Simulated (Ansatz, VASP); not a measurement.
**InP: VASP beside Ansatz**

```xyz
2
Lattice="0.0000 2.9305 2.9305 2.9305 0.0000 2.9305 2.9305 2.9305 0.0000" Properties=species:S:1:pos:R:3 pbc="T T T"
In    0.0000    0.0000    0.0000
P     4.3957    4.3957    4.3957
```

Alike in both runs: task electric field gradients; functional PBE; k mesh 11 × 11 × 11; occupations fermi-dirac, width 0.03 eV; no spin polarisation.

|  | VASP | Ansatz |
| --- | --- | --- |
| version | VASP 6.6.1 | Ansatz 0.2.0 |
| potentials or method | VASP PAW PBE potentials, release 64 (In_d, P) | PAW with Ansatz's default frozen-core files, scalar-relativistic |
| plane-wave cutoff (eV) | 520 | 420 |
| valence electrons in the cell | 18 | 18 |

```csv
,VASP,Ansatz,Ansatz less VASP
pressure (GPa),3.3,3.3,+0.05
```

The functional is the same, so the differences come from potentials, cutoffs and numerics.
